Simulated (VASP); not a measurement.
# In (Fm-3m) in VASP: further runs, part 2 of 2

VASP 6.6.1. Earlier steps stand in the parts before.

**3. Single point, revPBE (24.99 Å³/atom)**

This run uses another cell than the first one, of 24.99 Å³/atom.

INCAR

```
SYSTEM = In
PREC = Accurate
ENCUT = 520
EDIFF = 1E-6
ISMEAR = -1
SIGMA = 0.1
LREAL = .FALSE.
LASPH = .TRUE.
NELM = 80
ALGO = Normal
ISIF = 2
LWAVE = .FALSE.
LCHARG = .FALSE.
GGA = RE
NBANDS = 12
```

KPOINTS

```
regular mesh
0
G
  13 13 13
  0 0 0
```

POSCAR

```
In
1.0
    0.0000000000      2.3205024611      2.3205024611
    2.3205024611      0.0000000000      2.3205024611
    2.3205024611      2.3205024611      0.0000000000
In
1
Direct
    0.0000000000      0.0000000000      0.0000000000
```

Potentials or basis: VASP PAW PBE potentials, release 64 (In_d).

On the command line:

```bash
cat potpaw_PBE.64/In_d/POTCAR > POTCAR
mpirun -np 1 vasp_std > vasp.out
```

OUTCAR:

```text
SYSTEM = In
   PREC = Accurate
   ENCUT = 520
   EDIFF = 1E-6
   ISMEAR = -1
   LREAL = .FALSE.
   LASPH = .TRUE.
   NELM = 80
   ISIF = 2
   GGA = RE

 ion  position               nearest neighbor table
   1  0.000  0.000  0.000-

  LATTYP: Found a face centered cubic cell.
 ALAT       =     4.6410049222

  Lattice vectors:

 A1 = (   0.0000000000,   2.3205024611,   2.3205024611)
 A2 = (   2.3205024611,   0.0000000000,   2.3205024611)
 A3 = (   2.3205024611,   2.3205024611,   0.0000000000)

Analysis of symmetry for initial positions (statically):
=====================================================================
 Subroutine PRICEL returns:
 Original cell was already a primitive cell.

 Routine SETGRP: Setting up the symmetry group for a
 face centered cubic supercell.

 Subroutine GETGRP returns: Found 48 space group operations
 (whereof 48 operations were pure point group operations)
 out of a pool of 48 trial point group operations.

The static configuration has the point symmetry O_h .

Analysis of symmetry for dynamics (positions and initial velocities):
=====================================================================
 Subroutine PRICEL returns:
 Original cell was already a primitive cell.

 Routine SETGRP: Setting up the symmetry group for a
 face centered cubic supercell.

 Subroutine GETGRP returns: Found 48 space group operations
 (whereof 48 operations were pure point group operations)
 out of a pool of 48 trial point group operations.

The dynamic configuration has the point symmetry O_h .

 Subroutine INISYM returns: Found 48 space group operations
 (whereof 48 operations are pure point group operations),
 and found     1 'primitive' translations

----------------------------------------------------------------------------------------

                                     Primitive cell

  volume of cell :      24.9906

  direct lattice vectors                    reciprocal lattice vectors
[... 105 lines left out ...]
     AMIX_MAG =   1.60;   BMIX_MAG =  1.00
  volume/ion in A,a.u.               =      24.99       168.64
  Fermi-wavevector in a.u.,A,eV,Ry     =   1.316631  2.488071 23.585916  1.733516
  Thomas-Fermi vector in A             =   2.446729
   LORBIT       =      0    0 simple, 1 ext, 2 COOP (PROOUT), +10 PAW based schemes
   GGA     = RE    functional components
   LHFCALC =     F    Hartree Fock is set to
   AEXX    =    0.0000 exact exchange contribution
   IVDW    =     0    specifies the selected vdW correction
   LEPSILON=     F    determine dielectric tensor
   LRPA    =     F    only Hartree local field effects (RPA)
 non-spin polarized calculation
  energy-cutoff  :      520.00
  volume of cell :       24.99
 maximum number of plane-waves:       686
   NGX = 13   NGY = 13   NGZ = 13

 number of electron      13.0000010 magnetization

 Free energy of the ion-electron system (eV)
  ---------------------------------------------------
  ext. energy  EPLUGINS =         0.00000000
  ---------------------------------------------------
  free energy    TOTEN  =        -2.21326003 eV

  energy without entropy =       -2.19974001  energy(sigma->0) =       -2.20650002

 E-fermi :   8.2227     XC(G=0): -10.4047

 val. band max:        8.0911301185   @ k =   0.3846   0.0769   0.0000
 cond. band min:       8.2249356397   @ k =   0.4615   0.2308   0.0000
 fundamental gap:      0.1338055211
 Fermi energy:         8.2227415590

 k-point     1 :       0.0000    0.0000    0.0000
  band No.  band energies     occupation
      1      -6.5719      2.00000
      2      -6.5719      2.00000
      3      -6.5719      2.00000
      4      -6.3791      2.00000
      5      -6.3791      2.00000
      6      -1.7068      2.00000
      7      19.1829      0.00000
      8      19.1829      0.00000
      9      19.1829      0.00000
     10      19.7167      0.00000
     11      22.5123      0.00000
     12      22.5123      0.00000
[... 331 lines left out ...]
 k-point    24 :       0.4615    0.1538    0.0000
  band No.  band energies     occupation
      1      -6.6432      2.00000
      2      -6.5460      2.00000
      3      -6.4792      2.00000
      4      -6.3185      2.00000
      5      -6.2015      2.00000
      6       2.7058      2.00000
      7       6.9918      1.99999
      8      14.2317      0.00000
      9      15.1243      0.00000
     10      17.4329      0.00000
     11      23.6396      0.00000
     12      23.7418      0.00000

 [... further k-points ...]
[... 5 lines left out ...]
  --------------------------------------------------------------------------------------
  -------------------------------------------------------------------------------------
  Total        0.8784402      0.8784402      0.8784402     -0.0000000     -0.0000000     -0.0000000
  in kB       56.3179307     56.3179307     56.3179307     -0.0000000     -0.0000000     -0.0000000
  external PRESSURE =      56.3179307 kB  Pullay stress =       0.0000000 kB

 VOLUME and BASIS-vectors are now :
 -----------------------------------------------------------------------------
  energy-cutoff  :      520.00
  volume of cell :       24.99
      direct lattice vectors                 reciprocal lattice vectors
     0.000000000  2.320502461  2.320502461    -0.215470575  0.215470575  0.215470575
     2.320502461  0.000000000  2.320502461     0.215470575 -0.215470575  0.215470575
     2.320502461  2.320502461  0.000000000     0.215470575  0.215470575 -0.215470575

 POSITION                                       TOTAL-FORCE (eV/Angst)
 -----------------------------------------------------------------------------------
      0.00000      0.00000      0.00000         0.000000      0.000000      0.000000
 -----------------------------------------------------------------------------------
    total drift:                               -0.000000      0.000000     -0.000000

  FREE ENERGIE OF THE ION-ELECTRON SYSTEM (eV)
  ---------------------------------------------------
  free  energy   TOTEN  =        -2.2132600298 eV

  energy  without entropy=       -2.1997400109  energy(sigma->0) =       -2.20650002
```

OSZICAR:

```text
N       E                     dE             d eps       ncg     rms          rms(c)
DAV:   1     0.777078534968E+02    0.77708E+02   -0.62446E+03  2044   0.137E+03
DAV:   2     0.139594356151E+01   -0.76312E+02   -0.74294E+02  2100   0.289E+02
DAV:   3    -0.215424294891E+01   -0.35502E+01   -0.35399E+01  2432   0.636E+01
DAV:   4    -0.223375313964E+01   -0.79510E-01   -0.79489E-01  2580   0.937E+00
DAV:   5    -0.223688172114E+01   -0.31286E-02   -0.31285E-02  2768   0.161E+00    0.247E+00
DAV:   6    -0.221719412635E+01    0.19688E-01   -0.31038E-02  2528   0.370E+00    0.128E+00
DAV:   7    -0.221336634780E+01    0.38278E-02   -0.11268E-02  2660   0.209E+00    0.270E-01
DAV:   8    -0.221324861924E+01    0.11773E-03   -0.10890E-03  2468   0.524E-01    0.336E-02
DAV:   9    -0.221325972727E+01   -0.11108E-04   -0.24388E-05  2932   0.589E-02    0.108E-02
DAV:  10    -0.221326002976E+01   -0.30249E-06   -0.99500E-07  1712   0.141E-02
   1 F= -.22132600E+01 E0= -.22065000E+01  d E =-.135200E-01
```

Wall time 11 s (1 thread of Intel Xeon Platinum 8259CL at 2.50GHz (Skylake/Cascade Lake), shared host); peak memory 0.15 GiB.

Results:

```
Free energy            : -2.2133 eV
Pressure               : 5.6 GPa
Band gap on the k mesh : zero (an odd number of electrons rules out a gap without spin polarisation)
```

Levels at points of the mesh, in eV from the Fermi level:
| k point | band 4 | band 5 | band 6 | band 7 | band 8 | band 9 |
| --- | --- | --- | --- | --- | --- | --- |
| (0.00, 0.00, 0.00) | -14.60 | -14.60 | -9.93 | 10.96 | 10.96 | 10.96 |

Caveat: the cell stands under pressure; the PAW data sets were made with another functional, which shifts forces and pressure a little; spin-orbit coupling is left out, which moves the levels of the heavy elements.

**4. Single point, revPBE (26.13 Å³/atom)**

This run uses another cell than the first one, of 26.13 Å³/atom.

INCAR

```
PREC = Accurate
ENCUT = 520
EDIFF = 1E-6
ISMEAR = -1
SIGMA = 0.1
LREAL = False
LASPH = True
NELM = 100
ALGO = Normal
ISIF = 2
LWAVE = False
LCHARG = True
GGA = RE
LELF = True
LVHAR = True
NBANDS = 12
```

KPOINTS

```
regular mesh
0
Gamma
  13 13 13
```

POSCAR

```
In
1.0
    0.0000000000      2.3551419331      2.3551419331
    2.3551419331      0.0000000000      2.3551419331
    2.3551419331      2.3551419331      0.0000000000
In
1
Direct
    0.0000000000      0.0000000000      0.0000000000
```

On the command line:

```bash
cat potpaw_PBE.64/In_d/POTCAR > POTCAR
mpirun -np 1 vasp_std > vasp.out
```

Wall time 24 s (1 thread of Intel Xeon Platinum 8259CL at 2.50GHz (Skylake/Cascade Lake), shared host); peak memory 0.17 GiB.

Results (log left out):

```
Free energy            : -2.2452 eV
Pressure               : 3.3 GPa
Band gap on the k mesh : zero (an odd number of electrons rules out a gap without spin polarisation)
```

Levels at points of the mesh, in eV from the Fermi level:
```tsv
k point	band 3	band 4	band 5	band 6	band 7	band 8	band 9	band 10
(0.00, 0.00, 0.00)	-14.73	-14.56	-14.56	-9.60	10.57	10.57	10.57	11.42
```

Caveat: the cell stands under pressure; the PAW data sets were made with another functional, which shifts forces and pressure a little; spin-orbit coupling is left out, which moves the levels of the heavy elements.

**5. Single point, revPBE (27.26 Å³/atom)**

This run uses another cell than the first one, of 27.26 Å³/atom.

INCAR

```
SYSTEM = In
  PREC = Accurate
  ENCUT = 520
  EDIFF = 1E-7
  ISMEAR = -1
  SIGMA = 0.1
  LREAL = .False.
  LASPH = .True.
  NELM = 100
  ALGO = Normal
  ISIF = 2
  LWAVE = .False.
  LCHARG = .True.
  GGA = RE
  LELF = .True.
  LVHAR = .True.
  NBANDS = 12
```

KPOINTS

```
Automatic mesh
0
Gamma
  13 13 13
  0 0 0
```

POSCAR

```
In
1.0
    0.0000000000      2.3887913640      2.3887913640
    2.3887913640      0.0000000000      2.3887913640
    2.3887913640      2.3887913640      0.0000000000
In
1
Direct
    0.0000000000      0.0000000000      0.0000000000
```

On the command line:

```bash
cat potpaw_PBE.64/In_d/POTCAR > POTCAR
mpirun -np 1 vasp_std > vasp.out
```

It took 29 s on 1 thread of Intel Xeon Platinum 8259CL at 2.50GHz (Skylake/Cascade Lake), shared host; peak memory 0.17 GiB.

The run converged. Its results:

```yaml
Free_energy: -2.2622 eV
Pressure: 1.4 GPa
Band_gap_on_the_k_mesh: zero (an odd number of electrons rules out a gap without spin polarisation)
```

Levels at points of the mesh, in eV from the Fermi level:
```csv
k point,band 4,band 5,band 6,band 7,band 8,band 9
"(0.00, 0.00, 0.00)",-14.53,-14.53,-9.30,10.20,10.20,10.20
```

Caveat: the PAW data sets were made with another functional, which shifts forces and pressure a little; spin-orbit coupling is left out, which moves the levels of the heavy elements.

**6. Single point, revPBE (28.40 Å³/atom)**

INCAR

```
PREC     = Accurate       # precision mode
ENCUT    = 520            # plane-wave cutoff, eV
EDIFF    = 1E-7           # SCF threshold, eV
ISMEAR   = -1             # smearing method
SIGMA    = 0.1            # smearing width, eV
LREAL    = F              # projectors in reciprocal space
LASPH    = T              # aspherical terms in the spheres
NELM     = 60             # most SCF steps
ALGO     = Normal         # electronic algorithm
ISIF     = 2              # what is computed and relaxed
LWAVE    = F              # write WAVECAR
LCHARG   = F              # write CHGCAR
GGA      = RE             # functional
NBANDS   = 12             # bands
```

KPOINTS

```
Automatic mesh
0
Gamma
  13 13 13
```

POSCAR

```
In
1.0
    0.0000000000      2.4215186002      2.4215186002
    2.4215186002      0.0000000000      2.4215186002
    2.4215186002      2.4215186002      0.0000000000
In
1
Direct
    0.0000000000      0.0000000000      0.0000000000
```

Potentials or basis: VASP PAW PBE potentials, release 64 (In_d).

On the command line:

```bash
cat potpaw_PBE.64/In_d/POTCAR > POTCAR
mpirun -np 1 vasp_std > vasp.out
```

It took 25 s on 1 thread of Intel Xeon Platinum 8259CL at 2.50GHz (Skylake/Cascade Lake), shared host; peak memory 0.17 GiB.

The run converged. Its results:

| Quantity | Value |
| --- | --- |
| Free energy | -2.2675 eV |
| Pressure | 0.0 GPa |
| Band gap on the k mesh | zero (an odd number of electrons rules out a gap without spin polarisation) |

Levels at points of the mesh, in eV from the Fermi level:
```
           k point  band 4  band 5  band 6  band 7  band 8  band 9
(0.00, 0.00, 0.00)  -14.50  -14.50   -9.02    9.85    9.85    9.85
```

Caveat: the PAW data sets were made with another functional, which shifts forces and pressure a little; spin-orbit coupling is left out, which moves the levels of the heavy elements.

**7. Summary**

| cell | k mesh | gap on the mesh (eV) | pressure (GPa) |
| --- | --- | --- | --- |
| a = 3.425 Å, angles 60.0°, 1 atom | 12 × 12 × 12 | none | -0.1 |
| a = 3.282 Å, angles 60.0°, 1 atom | 13 × 13 × 13 | none | 5.6 |
| a = 3.331 Å, angles 60.0°, 1 atom | 13 × 13 × 13 | none | 3.3 |
| a = 3.378 Å, angles 60.0°, 1 atom | 13 × 13 × 13 | none | 1.4 |
| a = 3.425 Å, angles 60.0°, 1 atom | 13 × 13 × 13 | none | 0.0 |

Alike in all rows: task single point; level revPBE; potentials or basis VASP PAW PBE potentials, release 64 (In_d); no spin polarisation; cutoff (eV) 520; smearing fermi-dirac 0.1 eV.

Caveats: the PAW data sets were made with another functional, which shifts forces and pressure a little; spin-orbit coupling is left out, which moves the levels of the heavy elements; the cell stands under pressure (at least some runs).

Absolute energies hang on the potentials; compare differences alone.
